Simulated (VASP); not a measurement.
Wanted: the native input for a VASP 6.6.1 run.

```yaml
Task: single point
Functional: PBE
Potentials_or_basis: VASP PAW PBE potentials, release 64 (Si, C)
Cutoff: 520 eV
k_mesh: 12 × 12 × 6
Occupations: gaussian, width 0.02 eV
Spin: no spin polarisation
Dipole_correction: no
Further_INCAR_settings: ALGO = Normal; EDIFF = 1e-06; NBANDS = 16
```

The structure of SiC lies in POSCAR:

```
SiC
1.0
    3.0920147208      0.0000000000      0.0000000000
   -1.5460073604      2.6777632970      0.0000000000
    0.0000000000      0.0000000000      5.0738209075
Si C
2 2
Direct
    0.3333333333      0.6666666667      0.0045639508
    0.6666666667      0.3333333333      0.5045639508
    0.3333333333      0.6666666667      0.3804360492
    0.6666666667      0.3333333333      0.8804360492
```

These files were run (other wordings do the same):

INCAR

```
SYSTEM = SiC
PREC = Accurate ; ENCUT = 520
EDIFF = 1E-6 ; ISMEAR = 0
SIGMA = 0.02 ; LREAL = .False.
LASPH = .True. ; NELM = 100
ALGO = Normal ; ISIF = 2
LWAVE = .False. ; LCHARG = .False.
GGA = PE ; NBANDS = 16
```

KPOINTS

```
regular mesh
0
Gamma
  12 12 6
  0 0 0
```

Potentials or basis: VASP PAW PBE potentials, release 64 (Si, C).

Command:

```console
$ cat potpaw_PBE.64/Si/POTCAR potpaw_PBE.64/C/POTCAR > POTCAR
$ mpirun -np 1 vasp_std > vasp.out
```

It gave:

| Quantity | Value |
| --- | --- |
| Pressure | 0.0 GPa |
| Band gap on the k mesh | 2.31 eV, indirect (least direct gap 3.94 eV) |

It took 48 s on 1 thread of Intel(R) Xeon(R) Platinum 8259CL CPU @ 2.50GHz (Skylake/Cascade Lake), with other jobs on the host, peak memory 0.18 GiB.
